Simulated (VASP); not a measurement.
# BN (R3m) in VASP: a series of runs, part 2 of 2

VASP 6.6.1. Earlier steps stand in the parts before.

## (3) Relaxation of cell and atoms, PBE+D3(BJ), target pressure 30 GPa, at which the enthalpy is minimised

Input file INCAR:

```
PREC     = Accurate       # precision mode
ENCUT    = 600            # plane-wave cutoff, eV
EDIFF    = 1E-7           # SCF threshold, eV
ISMEAR   = 0              # smearing method
SIGMA    = 0.01           # smearing width, eV
LREAL    = F              # projectors in reciprocal space
LASPH    = T              # aspherical terms in the spheres
NELM     = 120            # most SCF steps
ALGO     = Normal         # electronic algorithm
ISIF     = 3              # what is computed and relaxed
LWAVE    = F              # write WAVECAR
LCHARG   = F              # write CHGCAR
GGA      = PE             # functional
IVDW     = 12             # dispersion correction
IBRION   = 2              # ionic algorithm
NSW      = 80             # ionic steps
EDIFFG   = -0.001         # ionic threshold
PSTRESS  = 300.0        
GGA_COMPAT= F            
NELMIN   = 4
```

Input file KPOINTS:

```
regular mesh
0
Gamma
  12 12 12
```

Input file POSCAR:

```
BN
1.0
    1.2530563198      0.7234524035      3.2939237303
   -1.2530563198      0.7234524035      3.2939237303
    0.0000000000     -1.4469048071      3.2939237303
B N
1 1
Direct
    0.9996973422      0.9996973422      0.9996973422
    0.3327356578      0.3327356578      0.3327356578
```

Potentials or basis: VASP PAW PBE potentials, release 64 (B, N).

The run is started by

```bash
$ cat potpaw_PBE.64/B/POTCAR potpaw_PBE.64/N/POTCAR > POTCAR
$ mpirun -np 1 vasp_std > vasp.out
```

OUTCAR:

```text
PREC = Accurate
   ENCUT = 600
   EDIFF = 1E-7
   ISMEAR = 0
   LREAL = F
   LASPH = T
   NELM = 120
   ISIF = 3
   GGA = PE
   IVDW = 12
   IBRION = 2
   NSW = 80
   EDIFFG = -0.001
   PSTRESS = 300.0
   NELMIN = 4
 IVDW          = 12

 ion  position               nearest neighbor table
   1  1.000  1.000  1.000-   2 1.45   2 1.45   2 1.45
   2  0.333  0.333  0.333-   1 1.45   1 1.45   1 1.45

  LATTYP: Found a trigonal (rhomboedric) cell.
 ALAT       =     3.5977030258
 COS(alpha) =     0.7573833760

  Lattice vectors:

 A1 = (   1.2530563198,   0.7234524035,   3.2939237303)
 A2 = (  -1.2530563198,   0.7234524035,   3.2939237303)
 A3 = (   0.0000000000,  -1.4469048071,   3.2939237303)

Analysis of symmetry for initial positions (statically):
=====================================================================
 Subroutine PRICEL returns:
 Original cell was already a primitive cell.

 Routine SETGRP: Setting up the symmetry group for a
 trigonal (rhombohedral) supercell.

 Subroutine GETGRP returns: Found  6 space group operations
 (whereof  6 operations were pure point group operations)
 out of a pool of 12 trial point group operations.

The static configuration has the point symmetry C_3v.

Analysis of symmetry for dynamics (positions and initial velocities):
=====================================================================
 Subroutine PRICEL returns:
 Original cell was already a primitive cell.

 Routine SETGRP: Setting up the symmetry group for a
 trigonal (rhombohedral) supercell.

 Subroutine GETGRP returns: Found  6 space group operations
 (whereof  6 operations were pure point group operations)
 out of a pool of 12 trial point group operations.

The dynamic configuration has the point symmetry C_3v.

 Subroutine INISYM returns: Found  6 space group operations
 (whereof  6 operations are pure point group operations),
 and found     1 'primitive' translations

----------------------------------------------------------------------------------------

                                     Primitive cell
[... 110 lines left out ...]
     AMIX     =   0.40;   BMIX     =  1.00
     AMIX_MAG =   1.60;   BMIX_MAG =  1.00
  volume/ion in A,a.u.               =       8.96        60.45
  Fermi-wavevector in a.u.,A,eV,Ry     =   1.251285  2.364587 21.302848  1.565715
  Thomas-Fermi vector in A             =   2.385240
   LORBIT       =      0    0 simple, 1 ext, 2 COOP (PROOUT), +10 PAW based schemes
   GGA     = PE    functional components
   LHFCALC =     F    Hartree Fock is set to
   AEXX    =    0.0000 exact exchange contribution
   IVDW    =    12    specifies the selected vdW correction
   LEPSILON=     F    determine dielectric tensor
   LRPA    =     F    only Hartree local field effects (RPA)
 conjugate gradient relaxation of ions
 non-spin polarized calculation
 Gauss-broadening in eV      SIGMA  =   0.01
  energy-cutoff  :      600.00
  volume of cell :       17.92
 maximum number of plane-waves:       613
 NGX is ok and might be reduce to    30

--------------------------------------- Ionic step        1  -------------------------------------------

 number of electron       8.0000000 magnetization

 Free energy of the ion-electron system (eV)
  ---------------------------------------------------
  ext. energy  EPLUGINS =         0.00000000
  ---------------------------------------------------
  free energy    TOTEN  =       -17.57817417 eV

  energy without entropy =      -17.57817417  energy(sigma->0) =      -17.57817417

------------------------ aborting loop because EDIFF is reached ----------------------------------------

 Edisp (eV)   -0.28468

 E8    (eV) :    -0.0835
[... 113 lines left out ...]
  energy  without entropy=      -17.7310109399  energy(sigma->0) =      -17.73101094

  enthalpy is  TOTEN    =       -14.6850110052 eV   P V=        3.0459999347

[... ionic steps 4 to 18 ...]

--------------------------------------- Ionic step       19  -------------------------------------------

 number of electron       8.0000000 magnetization

------------------------ aborting loop because EDIFF is reached ----------------------------------------
[... 79 lines left out ...]
--------------------------------------- Ionic step       21  -------------------------------------------

 number of electron       8.0000000 magnetization

 Free energy of the ion-electron system (eV)
  ---------------------------------------------------
  ext. energy  EPLUGINS =         0.00000000
  ---------------------------------------------------
  free energy    TOTEN  =       -17.17018432 eV

  energy without entropy =      -17.17018432  energy(sigma->0) =      -17.17018432

 E-fermi :   5.7688     XC(G=0): -12.0241

 val. band max:        5.6600381000   @ k =  -0.2500   0.2500   0.0000
 cond. band min:       9.0513962834   @ k =   0.5000   0.5000   0.0000
 fundamental gap:      3.3913581834
 Fermi energy:         5.7688414838

 k-point     1 :       0.0000    0.0000    0.0000
  band No.  band energies     occupation
      1     -13.7288      2.00000
      2       3.4540      2.00000
      3       4.0498      2.00000
      4       4.0498      2.00000
      5      13.3934      0.00000
      6      17.3072      0.00000
      7      17.3072      0.00000
      8      18.7561      0.00000
[... 243 lines left out ...]
 k-point    24 :      -0.4167    0.1667   -0.0000
  band No.  band energies     occupation
      1      -9.5680      2.00000
      2      -4.0540      2.00000
      3      -0.1260      2.00000
      4       5.2623      2.00000
      5      10.9019      0.00000
      6      17.9287      0.00000
      7      20.3561      0.00000
      8      21.9733      0.00000

 [... further k-points ...]

------------------------ aborting loop because EDIFF is reached ----------------------------------------

 Edisp (eV)   -0.39729

 E8    (eV) :    -0.1183
[... 29 lines left out ...]
  energy  without entropy=      -17.5674780951  energy(sigma->0) =      -17.56747810

  enthalpy is  TOTEN    =       -15.0962468121 eV   P V=        2.4712312830

 reached required accuracy - stopping structural energy minimisation
```

CONTCAR:

```text
BN
   1.00000000000000
     1.2300998598317296    0.7101984850982245    2.5178587314962413
    -1.2300998598317296    0.7101984850982245    2.5178587314962413
    -0.0000000000000000   -1.4203969703717469    2.5178587315178773
  B               N
     1     1
Direct
     0.0035868407792808    0.0035868407792808    0.0035868407792778
     0.3288461592207209    0.3288461592207209    0.3288461592207239

  0.00000000E+00  0.00000000E+00  0.00000000E+00
  0.00000000E+00  0.00000000E+00  0.00000000E+00
```

Run time: 6 min. Hardware: 1 thread of AMD EPYC 9R14 (Zen 4), shared host; peak memory 0.17 GiB.

What came out:

```yaml
Free_energy: -17.5675 eV
Relaxed_volume: 6.60 Å³/atom
Relaxed_cell: a = 2.891 Å, b = 2.891 Å, c = 2.891 Å, α = 50.37°, β = 50.37°, γ = 50.37°
Space_group_after_relaxing_to_0.05_Å: R3m (No. 160)
Energy_change_on_relaxing_the_enthalpy_is_what_falls: +147.7 meV/atom
Ionic_steps: 21
Pressure_after_relaxing: 30.0 GPa
Band_gap_on_the_k_mesh: 3.39 eV, indirect (least direct gap 5.06 eV)
Dispersion_energy_per_atom: -0.199 eV
```

The path:
```tsv
step	energy change (eV)	largest force (eV/Å)	pressure (GPa)	volume (Å³)
1	0.0000	0.0003	-0.10	17.92
2	1.0135	0.0320	97.11	13.90
3	0.1318	0.0101	27.90	16.27
4	0.1207	0.0739	26.81	15.08
5	0.1853	0.2210	28.01	13.98
6	0.8318	1.3072	49.99	11.73
7	0.2475	0.3333	29.63	13.52
8	0.2796	0.3880	30.54	13.34
9	0.2719	0.0669	28.52	13.33
10	0.2719	0.0016	28.03	13.33
11	0.3083	0.0341	34.10	13.14
12	0.2827	0.0102	29.91	13.27
13	0.2891	0.0083	30.04	13.23
14	0.2936	0.0212	30.16	13.21
15	0.2924	0.0075	29.58	13.21
16	0.2928	0.0121	29.76	13.21
17	0.2945	0.0014	29.99	13.20
18	0.2945	0.0008	29.99	13.20
19	0.2944	0.0006	29.98	13.20
20	0.2947	0.0003	29.99	13.20
21	0.2954	0.0004	30.01	13.20
```

Final structure:
```
B N
1.0
     1.23010    0.71020    2.51786
    -1.23010    0.71020    2.51786
     0.00000   -1.42040    2.51786
B N
1 1
Direct
  0.00359 0.00359 0.00359
  0.32885 0.32885 0.32885
```

Levels at points of the mesh, in eV from the valence-band top:
```tsv
k point	band 2	band 3	band 4	band 5	band 6	band 7
(0.00, 0.00, 0.00)	-2.21	-1.61	-1.61	7.73	11.65	11.65
(0.50, 0.00, 0.00)	-10.14	-4.40	-0.19	5.35	11.05	14.90
(0.50, 0.50, 0.00)	-9.35	-4.97	-2.61	3.39	9.29	17.12
(0.50, 0.50, 0.50)	-8.72	-1.84	-1.84	11.25	11.25	12.71
```

Caveat: the cell is relaxed towards a set pressure, so the enthalpy falls and the energy may rise; the volume moved by over 15 % at a fixed basis, so the end points are rough.

## (4) Single point, PBE+D3(BJ)

This run uses another cell than the first one: it holds 8 atoms, not 2.

Input file INCAR:

```
  PREC = Accurate
  ENCUT = 600
  EDIFF = 1E-6
  ISMEAR = 0
  SIGMA = 0.01
  LREAL = False
  LASPH = True
  NELM = 120
  ALGO = Normal
  ISIF = 2
  LWAVE = False
  LCHARG = False
  GGA = PE
  IVDW = 12
  NBANDS = 26
  GGA_COMPAT = False
```

Input file KPOINTS:

```
regular mesh
0
Gamma
  3 3 3
```

Input file POSCAR:

```
BN
1.0
    2.5061138137     -1.4469054850      3.2948837584
    0.0000000000      2.8938109699      3.2948837584
   -2.5061138137     -1.4469054850      3.2948837584
B N
4 4
Direct
    0.9996975441      0.9996975441      0.9996975441
    0.4996975441      0.9996975441      0.4996975441
    0.9996975441      0.4996975441      0.4996975441
    0.4996975441      0.4996975441      0.9996975441
    0.3327354559      0.3327354559      0.3327354559
    0.8327354559      0.3327354559      0.8327354559
    0.3327354559      0.8327354559      0.8327354559
    0.8327354559      0.8327354559      0.3327354559
```

The run is started by

```bash
$ cat potpaw_PBE.64/B/POTCAR potpaw_PBE.64/N/POTCAR > POTCAR
$ mpirun -np 1 vasp_std > vasp.out
```

It took 11 s on 1 thread of Intel Xeon Platinum 8559C (Emerald Rapids), shared host; peak memory 0.21 GiB.

Results (log left out):

| Quantity | Value |
| --- | --- |
| Free energy | -71.4508 eV |
| Pressure | -0.1 GPa |
| Band gap on the k mesh | 4.23 eV |
| Dispersion energy per atom | -0.142 eV |

Forces on the atoms (eV/Å):
```
B    0.000  0.000  0.002
B    0.000  0.000  0.002
B    0.000  0.000  0.002
B    0.000  0.000  0.002
N    0.000  0.000 -0.002
N    0.000  0.000 -0.002
N    0.000  0.000 -0.002
N    0.000  0.000 -0.002
```

Stress tensor (GPa, compression positive):
```
-0.05  0.00  0.00
 0.00 -0.05  0.00
 0.00  0.00 -0.26
```

Levels at points of the mesh, in eV from the valence-band top:
| k point | band 12 | band 13 | band 14 | band 15 | band 16 | band 17 | band 18 | band 19 | band 20 | band 21 |
| --- | --- | --- | --- | --- | --- | --- | --- | --- | --- | --- |
| (0.00, 0.00, 0.00) | -1.28 | -1.28 | -1.20 | -1.20 | -1.20 | 4.23 | 4.23 | 4.23 | 5.32 | 9.86 |

Caveat: the k points lie up to 0.53 Å⁻¹ apart.

## (5) Single point, PBE+D3(BJ)

This run uses another cell than the first one: it holds 8 atoms, not 2.

Input file INCAR:

```
SYSTEM = BN
PREC = Accurate
ENCUT = 600
EDIFF = 1E-6
ISMEAR = 0
SIGMA = 0.01
LREAL = .FALSE.
LASPH = .TRUE.
NELM = 120
ALGO = Normal
ISIF = 2
LWAVE = .FALSE.
LCHARG = .TRUE.
GGA = PE
IVDW = 12
LELF = .TRUE.
LVHAR = .TRUE.
NBANDS = 26
GGA_COMPAT = .FALSE.
```

Input file KPOINTS:

```
regular mesh
0
G
  3 3 3
  0 0 0
```

POSCAR is that of step 4.

The run is started by

```bash
$ cat potpaw_PBE.64/B/POTCAR potpaw_PBE.64/N/POTCAR > POTCAR
$ mpirun -np 1 vasp_std > vasp.out
```

Wall time 12 s (1 thread of Intel Xeon Platinum 8559C (Emerald Rapids), shared host); peak memory 0.2 GiB.

The run converged. Its results:

| Item | Value |
| --- | --- |
| Free energy | -71.4508 eV |
| Pressure | -0.1 GPa |
| Band gap on the k mesh | 4.23 eV |
| Dispersion energy per atom | -0.142 eV |

Forces in eV/Å, atoms in the order of the input:
```
B    0.000  0.000  0.002
B    0.000  0.000  0.002
B    0.000  0.000  0.002
B    0.000  0.000  0.002
N    0.000  0.000 -0.002
N    0.000  0.000 -0.002
N    0.000  0.000 -0.002
N    0.000  0.000 -0.002
```

Stress tensor (GPa, compression positive):
```
-0.05  0.00  0.00
 0.00 -0.05  0.00
 0.00  0.00 -0.26
```

Levels at points of the mesh, in eV from the valence-band top:
```
           k point  band 13  band 14  band 15  band 16  band 17  band 18  band 19  band 20
(0.00, 0.00, 0.00)    -1.28    -1.20    -1.20    -1.20     4.23     4.23     4.23     5.32
```

Caveat: the k points lie up to 0.53 Å⁻¹ apart.

## (6) Relaxation of shape and atoms at fixed volume, PBE+D3(BJ) (volume scaled by 1.03)

Input file INCAR:

```
PREC = Accurate
ENCUT = 600
EDIFF = 1E-6
ISMEAR = 0
SIGMA = 0.02
LREAL = F
LASPH = T
NELM = 60
ALGO = Normal
ISIF = 4
LWAVE = F
LCHARG = F
GGA = PE
IVDW = 12
IBRION = 2
NSW = 50
EDIFFG = -0.01
```

Input file KPOINTS:

```
Automatic mesh
0
Gamma
  12 12 12
```

Input file POSCAR:

```
BN
1.0
    1.2654642179      0.7306161068      3.3275084897
   -1.2654642179      0.7306161068      3.3275084897
    0.0000000000     -1.4612322137      3.3275084897
B N
1 1
Direct
    0.9996975442      0.9996975442      0.9996975442
    0.3327354558      0.3327354558      0.3327354558
```

Potentials or basis: VASP PAW PBE potentials, release 64 (B, N).

The run is started by

```bash
$ cat potpaw_PBE.64/B/POTCAR potpaw_PBE.64/N/POTCAR > POTCAR
$ mpirun -np 1 vasp_std > vasp.out
```

It took 74 s on 1 thread of Intel Xeon Platinum 8259CL at 2.50GHz (Skylake/Cascade Lake), shared host; peak memory 0.2 GiB.

The run converged. Its results:

* Free energy: -17.8620 eV
* Energy gained by relaxing: 5.0 meV/atom
* Ionic steps: 2
* Pressure after relaxing: -0.9 GPa
* Largest force after relaxing: 0.008 eV/Å
* Band gap on the k mesh: 4.28 eV, indirect (least direct gap 4.68 eV)
* Dispersion energy per atom: -0.137 eV

Forces on the atoms (eV/Å):
```
B    0.000  0.000 -0.008
N    0.000  0.000  0.008
```

Step by step:
```tsv
step	energy change (eV)	largest force (eV/Å)	pressure (GPa)	volume (Å³)
1	0.0000	0.0023	-6.92	18.46
2	-0.0100	0.0082	-0.92	18.46
```

Final structure:
```
B N
1.0
     1.25421    0.72412    3.38748
    -1.25421    0.72412    3.38748
     0.00000   -1.44824    3.38748
B N
1 1
Direct
  0.99969 0.99969 0.99969
  0.33275 0.33275 0.33275
```

Levels at points of the mesh, in eV from the valence-band top:
```
           k point  band 2  band 3  band 4  band 5  band 6  band 7
(0.00, 0.00, 0.00)   -4.16   -1.30   -1.30    5.14   11.62   11.62
(0.50, 0.00, 0.00)   -8.90   -4.06   -0.60    5.26    9.84   13.03
(0.50, 0.50, 0.00)   -8.78   -4.12   -1.16    4.28    9.84   14.19
(0.50, 0.50, 0.50)   -6.08   -1.31   -1.31   10.04   11.55   11.55
```

Caveat: the cell differs from its parent crystal (volume scaled by 1.03).

## (7) Summary

| task | cell | k mesh | smearing | gap on the mesh (eV) | pressure (GPa) |
| --- | --- | --- | --- | --- | --- |
| single point | a = 3.602 Å, angles 40.7°, 2 atoms | 12 × 12 × 12 | gaussian 0.02 eV | 4.23 | -0.1 |
| relaxation of cell and atoms | relaxed to 30 GPa from a = 3.598 Å, angles 40.8°, 2 atoms | 12 × 12 × 12 | gaussian 0.01 eV | 3.39 | 30.0 |
| single point | a = 4.385 Å, angles 69.7°, 8 atoms | 3 × 3 × 3 | gaussian 0.01 eV | 4.23 | -0.1 |
| relaxation of shape and atoms at fixed volume | relaxed from a = 3.634 Å, angles 40.8°, 2 atoms | 12 × 12 × 12 | gaussian 0.02 eV | 4.28 | -0.9 |

Alike in all rows: level PBE+D3(BJ); potentials or basis VASP PAW PBE potentials, release 64 (B, N); no spin polarisation; cutoff (eV) 600.

Caveats: some runs use coarse meshes; the cell is relaxed towards a set pressure, so the enthalpy falls and the energy may rise (some runs); the volume moved by over 15 % at a fixed basis, so the end points are rough (some runs).

Total energies depend on the potentials used, so only differences within one code and one set of settings carry meaning.
